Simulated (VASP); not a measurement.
# BN (P6_3mc) in VASP: a series of runs

BN is run at these levels: PBE, r2SCAN; tasks: single point.

Program: VASP 6.6.1. These are calculated values, not measurements. Logs are shortened: lines on timing, memory, paths and dates and some standing lists are left out, and cuts for length are marked.

## (1) The cell of the first run

The structure is hexagonal, space group P6_3mc (No. 186). The conventional cell has a = 2.475 Å, b = 2.475 Å, c = 4.096 Å, α = 90.00°, β = 90.00°, γ = 120.00°. Within 2.0 Å of B (site symmetry 3m) lie 4 N at 1.52 to 1.53 Å. N (site symmetry 3m) has 4 B at 1.52 to 1.53 Å within 2.0 Å.

## (2) Single point, PBE (volume scaled by 0.91, then relaxed in part)

INCAR

```
SYSTEM = BN
PREC = Accurate
ENCUT = 520
EDIFF = 1E-6
ISMEAR = 0
SIGMA = 0.02
LREAL = .FALSE.
LASPH = .TRUE.
NELM = 80
ALGO = Normal
ISIF = 2
LWAVE = .FALSE.
LCHARG = .FALSE.
GGA = PE
NBANDS = 16
```

KPOINTS

```
regular mesh
0
G
  12 12 6
  0 0 0
```

POSCAR

```
BN
1.0
    2.4748713830      0.0000000000      0.0000000000
   -1.2374356915      2.1433014888      0.0000000000
    0.0000000000      0.0000000000      4.0957703797
B N
2 2
Direct
    0.3333333333      0.6666666667      0.3130441362
    0.6666666667      0.3333333333      0.8130441362
    0.6666666667      0.3333333333      0.1869558638
    0.3333333333      0.6666666667      0.6869558638
```

Potentials or basis: VASP PAW PBE potentials, release 64 (B, N).

The run is started by

```
cat potpaw_PBE.64/B/POTCAR potpaw_PBE.64/N/POTCAR > POTCAR
mpirun -np 1 vasp_std > vasp.out
```

OUTCAR:

```text
SYSTEM = BN
   PREC = Accurate
   ENCUT = 520
   EDIFF = 1E-6
   ISMEAR = 0
   LREAL = .FALSE.
   LASPH = .TRUE.
   NELM = 80
   ISIF = 2
   GGA = PE

 ion  position               nearest neighbor table
   1  0.333  0.667  0.313-   3 1.52   3 1.52   3 1.52   4 1.53
   2  0.667  0.333  0.813-   4 1.52   4 1.52   4 1.52   3 1.53
   3  0.667  0.333  0.187-   1 1.52   1 1.52   1 1.52   2 1.53
   4  0.333  0.667  0.687-   2 1.52   2 1.52   2 1.52   1 1.53

  LATTYP: Found a hexagonal cell.
 ALAT       =     2.4748713830
 C/A-ratio  =     1.6549427206

  Lattice vectors:

 A1 = (   2.4748713830,   0.0000000000,   0.0000000000)
 A2 = (  -1.2374356915,   2.1433014888,   0.0000000000)
 A3 = (   0.0000000000,   0.0000000000,   4.0957703797)

Analysis of symmetry for initial positions (statically):
=====================================================================
 Subroutine PRICEL returns:
 Original cell was already a primitive cell.

 Routine SETGRP: Setting up the symmetry group for a
 hexagonal supercell.

 Subroutine GETGRP returns: Found 12 space group operations
 (whereof  6 operations were pure point group operations)
 out of a pool of 24 trial point group operations.

The static configuration has the point symmetry C_3v.
 The point group associated with its full space group is C_6v.

Analysis of symmetry for dynamics (positions and initial velocities):
=====================================================================
 Subroutine PRICEL returns:
 Original cell was already a primitive cell.

 Routine SETGRP: Setting up the symmetry group for a
 hexagonal supercell.

 Subroutine GETGRP returns: Found 12 space group operations
 (whereof  6 operations were pure point group operations)
 out of a pool of 24 trial point group operations.

The dynamic configuration has the point symmetry C_3v.
 The point group associated with its full space group is C_6v.

 Subroutine INISYM returns: Found 12 space group operations
 (whereof  6 operations are pure point group operations),
 and found     1 'primitive' translations

----------------------------------------------------------------------------------------

                                     Primitive cell

  volume of cell :      21.7256

  direct lattice vectors                    reciprocal lattice vectors
     2.474871383  0.000000000  0.000000000     0.404061402  0.233284959  0.000000000
    -1.237435691  2.143301489  0.000000000     0.000000000  0.466569918  0.000000000
     0.000000000  0.000000000  4.095770380     0.000000000  0.000000000  0.244154312

  length of vectors
     2.474871383  2.474871383  4.095770380     0.466569918  0.466569918  0.244154312

  position of ions in fractional coordinates (direct lattice)
     0.333333333  0.666666667  0.313044136
     0.666666667  0.333333333  0.813044136
     0.666666667  0.333333333  0.186955864
     0.333333333  0.666666667  0.686955864

  ion indices of the primitive-cell ions
   primitive index   ion index
                 1           1
                 2           2
                 3           3
                 4           4

----------------------------------------------------------------------------------------

 KPOINTS: regular mesh

Automatic generation of k-mesh.
 Grid dimensions read from file:
 generate k-points for:   12   12    6

 Generating k-lattice:

  Cartesian coordinates                     Fractional coordinates (reciprocal lattice)
     0.033671783  0.019440413  0.000000000     0.083333333  0.000000000  0.000000000
     0.000000000  0.038880827  0.000000000     0.000000000  0.083333333  0.000000000
     0.000000000  0.000000000  0.040692385     0.000000000  0.000000000  0.166666667

  Length of vectors
     0.038880827  0.038880827  0.040692385

  Shift w.r.t. Gamma in fractional coordinates (k-lattice)
     0.000000000  0.000000000  0.000000000

 Subroutine IBZKPT returns following result:
 ===========================================

 Found     76 irreducible k-points:

 Following reciprocal coordinates:
            Coordinates               Weight
  0.000000  0.000000  0.000000      1.000000
  0.083333  0.000000  0.000000      6.000000
  0.166667  0.000000  0.000000      6.000000
  0.250000  0.000000  0.000000      6.000000
  0.333333  0.000000  0.000000      6.000000
  0.416667  0.000000  0.000000      6.000000
[... 16 lines left out ...]
  0.250000  0.000000  0.166667     12.000000
  0.333333  0.000000  0.166667     12.000000
 [... further k-points ...]
   k-points           NKPTS =     76   k-points in BZ     NKDIM =     76   number of bands    NBANDS=     16
   number of dos      NEDOS =    301   number of ions     NIONS =      4
   total plane-waves  NPLWV =   9720
   dimension x,y,z NGX =    18 NGY =   18 NGZ =   30
   dimension x,y,z NGXF=    36 NGYF=   36 NGZF=   60
   ions per type =               2   2
   NGX,Y,Z   is equivalent  to a cutoff of  12.09, 12.09, 12.18 a.u.
   NGXF,Y,Z  is equivalent  to a cutoff of  24.18, 24.18, 24.35 a.u.
 SYSTEM =  BN
   PREC   = accura    normal or accurate (medium, high low for compatibility)
   ISTART =      0    job   : 0-new  1-cont  2-samecut
   ICHARG =      2    charge: 1-file 2-atom 10-const
   ISPIN  =      1    spin polarized calculation?
   LNONCOLLINEAR =      F non collinear calculations
   LSORBIT =      F    spin-orbit coupling
   LASPH  =      T    aspherical Exc in radial PAW
   ENCUT  =  520.0 eV  38.22 Ry    6.18 a.u.   4.60  4.60  7.62*2*pi/ulx,y,z
   NELM   =     80;   NELMIN=  2; NELMDL= -5     # of ELM steps
   EDIFF  = 0.1E-05   stopping-criterion for ELM
   LREAL  =      F    real-space projection
   EDIFFG = 0.1E-04   stopping-criterion for IOM
   NSW    =      0    number of steps for IOM
   IBRION =     -1    ionic relax: 0-MD 1-quasi-New 2-CG
   NFREE  =      0    steps in history (QN), initial steepest desc. (CG)
   ISIF   =      2    stress and relaxation
   ISYM   =      2    0-nonsym 1-usesym 2-fastsym
   POTIM  = 0.5000    time-step for ionic-motion
   TEBEG  =    0.0;   TEEND  =   0.0 temperature during run
   PSTRESS=    0.0 pullay stress
   NELECT =      16.0000    total number of electrons
   NUPDOWN=      -1.0000    fix difference up-down
   EMIN   =  10.00;   EMAX   =-10.00  energy-range for DOS
   EFERMI =   0.00;   METHOD = LEGACY
   ISMEAR =     0;   SIGMA  =   0.02  broadening in eV -4-tet -1-fermi 0-gaus
   EFERMI_NEDOS =   21; number of points for ismear=-14 and -15
   IALGO  =     38    algorithm
   IMIX   =      4    mixing-type and parameters
     AMIX     =   0.40;   BMIX     =  1.00
     AMIX_MAG =   1.60;   BMIX_MAG =  1.00
  volume/ion in A,a.u.               =       5.43        36.65
  Fermi-wavevector in a.u.,A,eV,Ry     =   1.478397  2.793765 29.737667  2.185657
  Thomas-Fermi vector in A             =   2.592683
   LORBIT       =      0    0 simple, 1 ext, 2 COOP (PROOUT), +10 PAW based schemes
   GGA     = PE    functional components
   LHFCALC =     F    Hartree Fock is set to
   AEXX    =    0.0000 exact exchange contribution
   IVDW    =     0    specifies the selected vdW correction
   LEPSILON=     F    determine dielectric tensor
   LRPA    =     F    only Hartree local field effects (RPA)
 non-spin polarized calculation
 Gauss-broadening in eV      SIGMA  =   0.02
  energy-cutoff  :      520.00
  volume of cell :       21.73
 maximum number of plane-waves:       600
   NGX =  9   NGY =  9   NGZ = 15

 number of electron      15.9999997 magnetization

 Free energy of the ion-electron system (eV)
  ---------------------------------------------------
  ext. energy  EPLUGINS =         0.00000000
  ---------------------------------------------------
  free energy    TOTEN  =       -34.56452185 eV

  energy without entropy =      -34.56452185  energy(sigma->0) =      -34.56452185

 E-fermi :   8.8465     XC(G=0): -13.2318

 val. band max:        8.6636301111   @ k =   0.0000   0.0000   0.0000
 cond. band min:      13.6570389019   @ k =   0.3333   0.3333   0.0000
 fundamental gap:      4.9934087908
 Fermi energy:         8.8465345581

 k-point     1 :       0.0000    0.0000    0.0000
  band No.  band energies     occupation
      1     -12.7647      2.00000
      2      -8.2126      2.00000
      3      -3.1069      2.00000
      4       6.3473      2.00000
      5       6.3473      2.00000
      6       8.3161      2.00000
[... 8 lines left out ...]
     15      21.2066      0.00000
     16      25.9700      0.00000

 k-point     2 :       0.0833    0.0000    0.0000
  band No.  band energies     occupation
      1     -12.6030      2.00000
      2      -8.0860      2.00000
      3      -2.9484      2.00000
      4       5.6176      2.00000
      5       6.0355      2.00000
      6       8.0611      2.00000
[... 8 lines left out ...]
     15      21.6946      0.00000
     16      25.6856      0.00000

 k-point     3 :       0.1667    0.0000    0.0000
  band No.  band energies     occupation
      1     -12.1225      2.00000
      2      -7.7227      2.00000
      3      -2.4788      2.00000
      4       3.8530      2.00000
      5       5.3086      2.00000
      6       6.5871      2.00000
[... 8 lines left out ...]
     15      22.9619      0.00000
     16      24.8055      0.00000

 k-point     4 :       0.2500    0.0000    0.0000
  band No.  band energies     occupation
      1     -11.3387      2.00000
      2      -7.1875      2.00000
      3      -1.7210      2.00000
      4       1.7523      2.00000
      5       4.5002      2.00000
      6       4.7197      2.00000
[... 8 lines left out ...]
     15      24.6026      0.00000
     16      25.1911      0.00000

 k-point     5 :       0.3333    0.0000    0.0000
  band No.  band energies     occupation
      1     -10.2905      2.00000
      2      -6.6633      2.00000
      3      -0.7840      2.00000
      4      -0.0746      2.00000
      5       2.8329      2.00000
      6       3.8228      2.00000
[... 8 lines left out ...]
     15      25.7567      0.00000
     16      26.1952      0.00000

 k-point     6 :       0.4167    0.0000    0.0000
  band No.  band energies     occupation
      1      -9.0862      2.00000
      2      -6.5787      2.00000
      3      -1.2982      2.00000
      4       0.3986      2.00000
      5       1.2789      2.00000
      6       3.3841      2.00000
[... 8 lines left out ...]
     15      25.8306      0.00000
     16      27.3467      0.00000

 k-point     7 :       0.5000    0.0000    0.0000
  band No.  band energies     occupation
      1      -8.2706      2.00000
      2      -6.9538      2.00000
      3      -1.4527      2.00000
      4       0.3390      2.00000
      5       1.2348      2.00000
      6       3.2331      2.00000
[... 8 lines left out ...]
     15      26.1043      0.00000
     16      27.7643      0.00000

 k-point     8 :       0.0833    0.0833    0.0000
  band No.  band energies     occupation
      1     -12.2818      2.00000
      2      -7.8407      2.00000
      3      -2.6342      2.00000
      4       4.5265      2.00000
      5       5.2984      2.00000
      6       7.2025      2.00000
[... 8 lines left out ...]
     15      22.8947      0.00000
     16      25.2016      0.00000

 k-point     9 :       0.1667    0.0833    0.0000
  band No.  band energies     occupation
      1     -11.6491      2.00000
      2      -7.3872      2.00000
      3      -2.0184      2.00000
      4       2.7650      2.00000
      5       4.1956      2.00000
      6       5.8079      2.00000
[... 8 lines left out ...]
     15      24.2058      0.00000
     16      24.9800      0.00000
[... 172 lines left out ...]
 k-point    19 :       0.3333    0.3333    0.0000
  band No.  band energies     occupation
      1      -6.9485      2.00000
      2      -6.9485      2.00000
      3      -1.4311      2.00000
      4       1.0558      2.00000
      5       1.0558      2.00000
      6       2.7015      2.00000
[... 8 lines left out ...]
     15      25.0269      0.00000
     16      25.0269      0.00000

 k-point    20 :       0.0000    0.0000    0.1667
  band No.  band energies     occupation
      1     -12.5872      2.00000
      2      -8.8662      2.00000
      3      -2.1410      2.00000
      4       6.4747      2.00000
      5       6.4747      2.00000
      6       7.3733      2.00000
[... 8 lines left out ...]
     15      21.0103      0.00000
     16      25.5406      0.00000

 k-point    21 :       0.0833    0.0000    0.1667
  band No.  band energies     occupation
      1     -12.4263      2.00000
      2      -8.7302      2.00000
      3      -1.9980      2.00000
      4       5.7511      2.00000
      5       6.1683      2.00000
      6       7.2080      2.00000
[... 8 lines left out ...]
     15      21.5753      0.00000
     16      25.3934      0.00000

 k-point    22 :       0.1667    0.0000    0.1667
  band No.  band energies     occupation
      1     -11.9480      2.00000
      2      -8.3355      2.00000
      3      -1.5835      2.00000
      4       4.0062      2.00000
      5       5.4512      2.00000
      6       6.1192      2.00000
[... 8 lines left out ...]
     15      22.7804      0.00000
     16      24.9487      0.00000

 k-point    23 :       0.2500    0.0000    0.1667
  band No.  band energies     occupation
      1     -11.1691      2.00000
      2      -7.7350      2.00000
      3      -0.9758      2.00000
      4       1.9757      2.00000
      5       4.2504      2.00000
      6       4.6507      2.00000
[... 8 lines left out ...]
     15      24.2279      0.00000
     16      25.3310      0.00000

 k-point    24 :       0.3333    0.0000    0.1667
  band No.  band energies     occupation
      1     -10.1307      2.00000
      2      -7.0798      2.00000
      3      -0.8107      2.00000
      4       0.7401      2.00000
      5       2.3374      2.00000
      6       3.9783      2.00000
[... 8 lines left out ...]
     15      25.7643      0.00000
     16      26.2614      0.00000

 [... further k-points ...]
[... 5 lines left out ...]
  --------------------------------------------------------------------------------------
  -------------------------------------------------------------------------------------
  Total        5.7185965      5.7185965      5.7262704      0.0000000     -0.0000000     -0.0000000
  in kB      421.7242138    421.7242138    422.2901351      0.0000000     -0.0000000     -0.0000000
  external PRESSURE =     421.9128542 kB  Pullay stress =       0.0000000 kB

 VOLUME and BASIS-vectors are now :
 -----------------------------------------------------------------------------
  energy-cutoff  :      520.00
  volume of cell :       21.73
      direct lattice vectors                 reciprocal lattice vectors
     2.474871383  0.000000000  0.000000000     0.404061402  0.233284959  0.000000000
    -1.237435691  2.143301489  0.000000000     0.000000000  0.466569918  0.000000000
     0.000000000  0.000000000  4.095770380     0.000000000  0.000000000  0.244154312

 POSITION                                       TOTAL-FORCE (eV/Angst)
 -----------------------------------------------------------------------------------
     -0.00000      1.42887      1.28216        -0.000000      0.000000      0.000522
      1.23744      0.71443      3.33004         0.000000     -0.000000      0.000522
      1.23744      0.71443      0.76573         0.000000     -0.000000     -0.000522
     -0.00000      1.42887      2.81361        -0.000000      0.000000     -0.000522
 -----------------------------------------------------------------------------------
    total drift:                                0.000000      0.000000     -0.000397

  FREE ENERGIE OF THE ION-ELECTRON SYSTEM (eV)
  ---------------------------------------------------
  free  energy   TOTEN  =       -34.5645218498 eV

  energy  without entropy=      -34.5645218498  energy(sigma->0) =      -34.56452185
```

It took 24 s on 1 thread of Intel Xeon Platinum 8488C (Sapphire Rapids), shared host; peak memory 0.14 GiB.

What came out:

```yaml
Free_energy: -34.5645 eV
Pressure: 42.2 GPa
Band_gap_on_the_k_mesh: 4.99 eV, indirect (least direct gap 8.66 eV)
```

## (3) Single point, PBE (volume scaled by 0.97, then relaxed in part)

INCAR

```
SYSTEM = BN
  PREC = Accurate
  ENCUT = 520
  EDIFF = 1E-6
  ISMEAR = 0
  SIGMA = 0.02
  LREAL = .FALSE.
  LASPH = .TRUE.
  NELM = 100
  ALGO = Normal
  ISIF = 2
  LWAVE = .FALSE.
  LCHARG = .TRUE.
  GGA = PE
  LELF = .TRUE.
  LVHAR = .TRUE.
  NBANDS = 16
```

KPOINTS

```
Automatic mesh
0
G
  12 12 6
  0 0 0
```

POSCAR

```
BN
1.0
    2.5285737692      0.0000000000      0.0000000000
   -1.2642868846      2.1898091194      0.0000000000
    0.0000000000      0.0000000000      4.1823459559
B N
2 2
Direct
    0.3333333333      0.6666666667      0.3128059551
    0.6666666667      0.3333333333      0.8128059551
    0.6666666667      0.3333333333      0.1871940449
    0.3333333333      0.6666666667      0.6871940449
```

Potentials or basis: VASP PAW PBE potentials, release 64 (B, N).

The run is started by

```
cat potpaw_PBE.64/B/POTCAR potpaw_PBE.64/N/POTCAR > POTCAR
mpirun -np 1 vasp_std > vasp.out
```

Run time: 19 s. Hardware: 1 thread of Intel Xeon Platinum 8488C (Sapphire Rapids), shared host; peak memory 0.15 GiB.

It converged, with:

```
Free energy            : -34.8042 eV
Pressure               : 12.3 GPa
Band gap on the k mesh : 5.15 eV, indirect (least direct gap 8.38 eV)
```

Forces in eV/Å, atoms in the order of the input:
```
B    0.000  0.000  0.002
B    0.000  0.000  0.002
N    0.000  0.000 -0.002
N    0.000  0.000 -0.002
```

Levels at points of the mesh, in eV from the valence-band top:
```tsv
k point	band 4	band 5	band 6	band 7	band 8	band 9	band 10	band 11	band 12	band 13
(0.00, 0.00, 0.00)	-2.17	-2.17	-0.29	0.00	0.00	8.45	8.45	8.73	9.78	11.09
(0.50, 0.00, 0.00)	-7.92	-7.03	-5.09	-4.52	-2.15	6.79	8.03	10.70	11.68	13.16
(0.00, 0.00, 0.50)	-5.81	-1.20	-1.20	-1.20	-1.20	9.68	9.68	10.04	10.04	10.04
(0.50, 0.00, 0.50)	-10.19	-3.85	-3.85	-3.65	-3.65	6.67	6.67	10.18	10.18	14.48
```

(Continued in part 2 of 2.)
